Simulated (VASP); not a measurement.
# WS2 (P-3m1) in VASP: further runs

Runs on WS2. Level: PBE+D3(BJ). Tasks: single point.

Everything below comes from runs of VASP 6.6.1. Logs are shortened: lines on timing, memory, paths and dates and some standing lists are left out, and cuts for length are marked.

### 1 The cell of the first run

The typed cell holds 6 atoms: a = 3.154 Å, b = 3.154 Å, c = 12.143 Å, α = 90.00°, β = 90.00°, γ = 120.00°.

### 2 Single point, PBE+D3(BJ)

Contents of INCAR:

```
ALGO = Normal ; EDIFF = 1E-6
ENCUT = 500 ; GGA = PE
GGA_COMPAT = F ; ISIF = 2
ISMEAR = 0 ; IVDW = 12
LASPH = T ; LCHARG = F
LREAL = F ; LWAVE = F
NBANDS = 35 ; NELM = 120
PREC = Accurate ; SIGMA = 0.02
```

Contents of KPOINTS:

```
k-points
0
Gamma
  12 12 2
```

Contents of POSCAR:

```
WS2
1.0
    3.1540686901      0.0000000000      0.0000000000
   -1.5770343451      2.7315036109      0.0000000000
    0.0000000000      0.0000000000     12.1427509846
W S
2 4
Direct
    0.3333333333      0.6666666667      0.7499331087
    0.6666666667      0.3333333333      0.2500668913
    0.3333333333      0.6666666667      0.1203774713
    0.6666666667      0.3333333333      0.6202447091
    0.3333333333      0.6666666667      0.3797552909
    0.6666666667      0.3333333333      0.8796225287
```

Potentials or basis: VASP PAW PBE potentials, release 64 (W_sv, S).

Started as:

```
$ cat potpaw_PBE.64/W_sv/POTCAR potpaw_PBE.64/S/POTCAR > POTCAR
$ mpirun -np 1 vasp_std > vasp.out
```

OUTCAR:

```text
EDIFF = 1E-6
   ENCUT = 500
   GGA = PE
   ISIF = 2
   ISMEAR = 0
   IVDW = 12
   LASPH = T
   LREAL = F
   NELM = 120
   PREC = Accurate
 IVDW          = 12

 ion  position               nearest neighbor table
   1  0.333  0.667  0.750-   4 2.41   4 2.41   4 2.41   6 2.41   6 2.41   6 2.41
   2  0.667  0.333  0.250-   5 2.41   5 2.41   5 2.41   3 2.41   3 2.41   3 2.41
   3  0.333  0.667  0.120-   2 2.41   2 2.41   2 2.41
   4  0.667  0.333  0.620-   1 2.41   1 2.41   1 2.41
   5  0.333  0.667  0.380-   2 2.41   2 2.41   2 2.41
   6  0.667  0.333  0.880-   1 2.41   1 2.41   1 2.41

  LATTYP: Found a hexagonal cell.
 ALAT       =     3.1540686901
 C/A-ratio  =     3.8498689083

  Lattice vectors:

 A1 = (   3.1540686901,   0.0000000000,   0.0000000000)
 A2 = (  -1.5770343451,   2.7315036109,   0.0000000000)
 A3 = (   0.0000000000,   0.0000000000,  12.1427509846)

Analysis of symmetry for initial positions (statically):
=====================================================================
 Subroutine PRICEL returns:
 Original cell was already a primitive cell.

 Routine SETGRP: Setting up the symmetry group for a
 hexagonal supercell.

 Subroutine GETGRP returns: Found 12 space group operations
 (whereof 12 operations were pure point group operations)
 out of a pool of 24 trial point group operations.

The static configuration has the point symmetry D_3d.

Analysis of symmetry for dynamics (positions and initial velocities):
=====================================================================
 Subroutine PRICEL returns:
 Original cell was already a primitive cell.

 Routine SETGRP: Setting up the symmetry group for a
 hexagonal supercell.

 Subroutine GETGRP returns: Found 12 space group operations
 (whereof 12 operations were pure point group operations)
 out of a pool of 24 trial point group operations.

The dynamic configuration has the point symmetry D_3d.

 Subroutine INISYM returns: Found 12 space group operations
 (whereof 12 operations are pure point group operations),
 and found     1 'primitive' translations

----------------------------------------------------------------------------------------

                                     Primitive cell

  volume of cell :     104.6140

  direct lattice vectors                    reciprocal lattice vectors
[... 97 lines left out ...]
   EDIFFG = 0.1E-04   stopping-criterion for IOM
   NSW    =      0    number of steps for IOM
   IBRION =     -1    ionic relax: 0-MD 1-quasi-New 2-CG
   NFREE  =      0    steps in history (QN), initial steepest desc. (CG)
   ISIF   =      2    stress and relaxation
   ISYM   =      2    0-nonsym 1-usesym 2-fastsym
   POTIM  = 0.5000    time-step for ionic-motion
   TEBEG  =    0.0;   TEEND  =   0.0 temperature during run
   PSTRESS=    0.0 pullay stress
   NELECT =      52.0000    total number of electrons
   NUPDOWN=      -1.0000    fix difference up-down
   EMIN   =  10.00;   EMAX   =-10.00  energy-range for DOS
   EFERMI =   0.00;   METHOD = LEGACY
   ISMEAR =     0;   SIGMA  =   0.02  broadening in eV -4-tet -1-fermi 0-gaus
   EFERMI_NEDOS =   21; number of points for ismear=-14 and -15
   IALGO  =     38    algorithm
   IMIX   =      4    mixing-type and parameters
     AMIX     =   0.40;   BMIX     =  1.00
     AMIX_MAG =   1.60;   BMIX_MAG =  1.00
  volume/ion in A,a.u.               =      17.44       117.66
  Fermi-wavevector in a.u.,A,eV,Ry     =   1.296819  2.450632 22.881446  1.681739
  Thomas-Fermi vector in A             =   2.428251
   LORBIT       =      0    0 simple, 1 ext, 2 COOP (PROOUT), +10 PAW based schemes
   GGA     = PE    functional components
   LHFCALC =     F    Hartree Fock is set to
   AEXX    =    0.0000 exact exchange contribution
   IVDW    =    12    specifies the selected vdW correction
   LEPSILON=     F    determine dielectric tensor
   LRPA    =     F    only Hartree local field effects (RPA)
 non-spin polarized calculation
 Gauss-broadening in eV      SIGMA  =   0.02
  energy-cutoff  :      500.00
  volume of cell :      104.61
 maximum number of plane-waves:      2678
 NGX is ok and might be reduce to    24
   NGX = 11   NGY = 11   NGZ = 45

 number of electron      51.9999998 magnetization

 Free energy of the ion-electron system (eV)
  ---------------------------------------------------
  ext. energy  EPLUGINS =         0.00000000
  ---------------------------------------------------
  free energy    TOTEN  =       -47.18877417 eV

  energy without entropy =      -47.18877417  energy(sigma->0) =      -47.18877417

 E-fermi :   7.8832     XC(G=0): -11.0774

 val. band max:        7.7282177358   @ k =   0.0000   0.0000   0.0000
 cond. band min:       8.6356270433   @ k =   0.1667   0.1667   0.0000
 fundamental gap:      0.9074093075
 Fermi energy:         7.8831605994

 k-point     1 :       0.0000    0.0000    0.0000
  band No.  band energies     occupation
      1     -66.9207      2.00000
      2     -66.9207      2.00000
      3     -31.1781      2.00000
      4     -31.1780      2.00000
      5     -31.0000      2.00000
      6     -31.0000      2.00000
[... 901 lines left out ...]
     34      11.5762      0.00000
     35      13.5883      0.00000

 [... further k-points ...]

------------------------ aborting loop because EDIFF is reached ----------------------------------------

 Edisp (eV)   -2.61035

 E8    (eV) :    -1.0970

  FORCE on cell =-STRESS in cart. coord.  units (eV):
  Direction    XX          YY          ZZ          XY          YZ          ZX
  --------------------------------------------------------------------------------------
  -------------------------------------------------------------------------------------
  Total      -0.03012    -0.03012    -0.03731     0.00000    -0.00000     0.00000
  in kB      -0.46131    -0.46131    -0.57137     0.00000    -0.00000     0.00000
  external pressure =       -0.50 kB  Pullay stress =        0.00 kB

 VOLUME and BASIS-vectors are now :
 -----------------------------------------------------------------------------
  energy-cutoff  :      500.00
  volume of cell :      104.61
      direct lattice vectors                 reciprocal lattice vectors
     3.154068690  0.000000000  0.000000000     0.317050800  0.183049364  0.000000000
    -1.577034345  2.731503611  0.000000000     0.000000000  0.366098729  0.000000000
     0.000000000  0.000000000 12.142750985     0.000000000  0.000000000  0.082353661

 POSITION                                       TOTAL-FORCE (eV/Angst)
 -----------------------------------------------------------------------------------
     -0.00000      1.82100      9.10625        -0.000000      0.000000      0.000585
      1.57703      0.91050      3.03650         0.000000     -0.000000     -0.000585
     -0.00000      1.82100      1.46171        -0.000000      0.000000     -0.002258
      1.57703      0.91050      7.53148        -0.000000     -0.000000     -0.000861
     -0.00000      1.82100      4.61127         0.000000      0.000000      0.000861
      1.57703      0.91050     10.68104         0.000000     -0.000000      0.002258
 -----------------------------------------------------------------------------------
    total drift:                                0.000000     -0.000000      0.000000

  FREE ENERGIE OF THE ION-ELECTRON SYSTEM (eV)
  ---------------------------------------------------
  free  energy   TOTEN  =       -49.7991239762 eV

  energy  without entropy=      -49.7991239762  energy(sigma->0) =      -49.79912398
```

OSZICAR:

```text
N       E                     dE             d eps       ncg     rms          rms(c)
DAV:   1     0.508419843977E+03    0.50842E+03   -0.27848E+04  2900   0.145E+03
DAV:   2    -0.159922329112E+02   -0.52441E+03   -0.50638E+03  3024   0.408E+02
DAV:   3    -0.490378775798E+02   -0.33046E+02   -0.32477E+02  3281   0.972E+01
DAV:   4    -0.498529455336E+02   -0.81507E+00   -0.81131E+00  3225   0.158E+01
DAV:   5    -0.498690340273E+02   -0.16088E-01   -0.16066E-01  3213   0.237E+00    0.382E+01
DAV:   6    -0.475549203482E+02    0.23141E+01   -0.81799E+00  3038   0.192E+01    0.165E+01
DAV:   7    -0.473369200425E+02    0.21800E+00   -0.26935E+00  2885   0.850E+00    0.674E+00
DAV:   8    -0.471889640506E+02    0.14796E+00   -0.41330E-01  3003   0.444E+00    0.222E+00
DAV:   9    -0.471918165358E+02   -0.28525E-02   -0.52730E-02  3158   0.118E+00    0.120E+00
DAV:  10    -0.471893156909E+02    0.25008E-02   -0.27110E-02  3113   0.106E+00    0.413E-01
DAV:  11    -0.471887842627E+02    0.53143E-03   -0.46665E-03  2911   0.421E-01    0.193E-01
DAV:  12    -0.471887569050E+02    0.27358E-04   -0.18824E-04  3015   0.790E-02    0.866E-02
DAV:  13    -0.471887727963E+02   -0.15891E-04   -0.35948E-05  2933   0.351E-02    0.540E-02
DAV:  14    -0.471887751702E+02   -0.23739E-05   -0.24294E-05  3088   0.284E-02    0.366E-02
DAV:  15    -0.471887741012E+02    0.10690E-05   -0.38319E-06  2679   0.136E-02    0.195E-02
DAV:  16    -0.471887741673E+02   -0.66108E-07   -0.11472E-06  1611   0.478E-03
   1 F= -.49799124E+02 E0= -.49799124E+02  d E =-.336882E-30
```

Run time: 3.7 min. Hardware: 1 thread of Intel Xeon 8259CL, shared host; peak memory 0.29 GiB.

Results:

| Item | Value |
| --- | --- |
| Free energy | -49.7991 eV |
| Pressure | 0.0 GPa |
| Band gap on the k mesh | 0.91 eV, indirect (least direct gap 1.83 eV) |
| Dispersion energy per atom | -0.435 eV |

Forces on the atoms (eV/Å):
```
W    0.000  0.000  0.001
W    0.000  0.000 -0.001
S    0.000  0.000 -0.002
S    0.000  0.000 -0.001
S    0.000  0.000  0.001
S    0.000  0.000  0.002
```

Caveat: spin-orbit coupling is left out, which moves the levels of the heavy elements.

### 3 Single point, PBE+D3(BJ)

Contents of INCAR:

```
SYSTEM = WS2
PREC = Accurate
ENCUT = 500
EDIFF = 1E-6
ISMEAR = 0
SIGMA = 0.02
LREAL = .False.
LASPH = .True.
NELM = 120
ALGO = Normal
ISIF = 2
LWAVE = .False.
LCHARG = .False.
GGA = PE
IVDW = 12
NBANDS = 35
GGA_COMPAT = .False.
```

Contents of KPOINTS:

```
regular mesh
0
Gamma
  12 12 4
  0 0 0
```

POSCAR is that of step 2.

Potentials or basis: VASP PAW PBE potentials, release 64 (W_sv, S).

Started as:

```
$ cat potpaw_PBE.64/W_sv/POTCAR potpaw_PBE.64/S/POTCAR > POTCAR
$ mpirun -np 1 vasp_std > vasp.out
```

Run time: 6.2 min. Hardware: 1 thread of Intel Xeon 8259CL, shared host; peak memory 0.35 GiB.

It converged, with:

```yaml
Free_energy: -49.7994 eV
Pressure: -0.1 GPa
Band_gap_on_the_k_mesh: 0.91 eV, indirect (least direct gap 1.83 eV)
Dispersion_energy_per_atom: -0.435 eV
```

Forces on the atoms (eV/Å):
```
W    0.000  0.000  0.001
W    0.000  0.000 -0.001
S    0.000  0.000 -0.002
S    0.000  0.000 -0.001
S    0.000  0.000  0.001
S    0.000  0.000  0.002
```

Levels at points of the mesh, in eV from the valence-band top:
| k point | band 24 | band 25 | band 26 | band 27 | band 28 | band 29 |
| --- | --- | --- | --- | --- | --- | --- |
| (0.00, 0.00, 0.00) | -1.42 | -1.28 | 0.00 | 2.26 | 2.26 | 2.28 |
| (0.50, 0.00, 0.00) | -1.78 | -1.78 | -1.56 | 2.29 | 2.34 | 2.55 |
| (0.00, 0.00, 0.50) | -2.24 | -0.31 | -0.31 | 2.25 | 2.25 | 2.25 |
| (0.50, 0.00, 0.50) | -1.90 | -1.65 | -1.65 | 2.31 | 2.31 | 2.75 |

Caveat: spin-orbit coupling is left out, which moves the levels of the heavy elements. A k mesh can miss the band edges.
